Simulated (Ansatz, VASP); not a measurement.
**Eu3Te: VASP beside Ansatz**

```
CELL_PARAMETERS angstrom
5.05061 0.00000 0.00000
0.00000 5.05061 0.00000
0.00000 0.00000 5.05061
ATOMIC_POSITIONS crystal
Eu 0.50000 0.50000 0.00000
Eu 0.50000 0.00000 0.50000
Eu 0.00000 0.50000 0.50000
Te 0.00000 0.00000 0.00000
```

Alike in both runs: task single point; functional PBE; k mesh 5 × 5 × 5; occupations fermi-dirac, width 0.05 eV; collinear spin.

|  | VASP | Ansatz |
| --- | --- | --- |
| version | VASP 6.6.1 | Ansatz 0.2.0 |
| potentials or method | VASP PAW PBE potentials, release 64 (Eu, Te) | Ansatz PAW |
| plane-wave cutoff (eV) | 520 | 420 |
| valence electrons in the cell | 57 | 67 |

Ansatz gave:

* gap on the k mesh at the Fermi level (eV): none
* pressure (GPa): 0.4
* net moment per atom (μB): 5.66
* size of the moment on the site where the two differ most (μB): 7.18

Question: Estimate VASP's values.

Answer: gap on the k mesh at the Fermi level (eV): none; pressure (GPa): 0.1; net moment per atom (μB): 5.60; size of the moment on the site where the two differ most (μB): 6.76.

Site moments also hang on the region over which each program counts them. A gap of «none» marks a metal or a gap that the smearing closes. VASP's potentials hold 57 valence electrons a cell and Ansatz's 67, so a difference there can come from the potentials and not from the codes.

Neither program's run includes spin-orbit coupling. Noted on VASP's run: too few bands were computed for a metal, which touches its energy and stress.
